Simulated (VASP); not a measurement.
## Al2Cu: relaxation of cell and atoms with PBEsol

Crystal: Al2Cu.

```
Cu Al
1.0
     4.52849    0.00000    0.00000
    -2.26425    3.92179    0.00000
     0.00000    0.00000    2.57277
Cu Al
1 2
Direct
  0.00000 0.00000 0.00000
  0.33333 0.66667 0.50000
  0.66667 0.33333 0.50000
```

```yaml
Program: VASP 6.6.1
Task: relaxation of cell and atoms
Functional: PBEsol
Potentials_or_basis: VASP PAW PBE potentials, release 64 (Cu, Al)
Cutoff: 600 eV
k_mesh: 12 × 12 × 16
Occupations: gaussian, width 0.1 eV
Spin: no spin polarisation
Dipole_correction: no
Further_INCAR_settings: ALGO = Fast; EDIFF = 1e-07; IBRION = 2; EDIFFG = -0.01; NSW = 80; ISIF = 3
```

The relaxed volume is 15.17 Å³/atom and the relaxed cell is a = 4.462 Å, b = 4.462 Å, c = 2.639 Å, α = 90.00°, β = 90.00°, γ = 120.00°. The space group after relaxing (to 0.1 Å) is P6/mmm (No. 191), the energy gained by relaxing is 5.1 meV/atom and the ionic steps are 5. The pressure after relaxing is 0.1 GPa and the band gap on the k mesh is zero (an odd number of electrons rules out a gap without spin polarisation).

Step by step:
| step | energy change (eV) | largest force (eV/Å) | pressure (GPa) | volume (Å³) |
| --- | --- | --- | --- | --- |
| 1 | 0.0000 | 0.0000 | 0.08 | 45.69 |
| 2 | -0.0115 | 0.0000 | -0.28 | 45.73 |
| 3 | -0.0150 | 0.0000 | -0.37 | 45.76 |
| 4 | -0.0152 | 0.0000 | -0.34 | 45.77 |
| 5 | -0.0154 | 0.0000 | 0.07 | 45.51 |

Final structure:
```cif
data_structure
_symmetry_space_group_name_H-M 'P 1'
_symmetry_Int_Tables_number 1
_cell_length_a 4.4625
_cell_length_b 4.4625
_cell_length_c 2.6389
_cell_angle_alpha 90.000
_cell_angle_beta 90.000
_cell_angle_gamma 120.000
_cell_volume 45.51
loop_
_atom_site_label
_atom_site_type_symbol
_atom_site_fract_x
_atom_site_fract_y
_atom_site_fract_z
_atom_site_occupancy
Cu1 Cu 0.00000 0.00000 0.00000 1
Al1 Al 0.33333 0.66667 0.50000 1
Al2 Al 0.66667 0.33333 0.50000 1
```

Levels at points of the mesh, in eV from the Fermi level:
```
           k point  band 7  band 8  band 9  band 10  band 11  band 12
(0.00, 0.00, 0.00)   -1.15   -0.76   -0.76    -0.49    -0.49     1.76
(0.50, 0.00, 0.00)   -2.78   -2.76   -1.35     5.51     5.93     6.19
(0.00, 0.00, 0.50)   -1.90    1.93    1.93     2.13     4.92     4.92
(0.50, 0.00, 0.50)   -3.01   -1.44   -1.00     1.60     2.06     2.31
```

Wall time 6.2 min on 1 thread of Intel(R) Xeon(R) Platinum 8259CL CPU @ 2.50GHz (Skylake/Cascade Lake) (shared host), peak memory 0.28 GiB.

Caveat: the PAW data sets were made with another functional, which shifts forces and pressure a little.
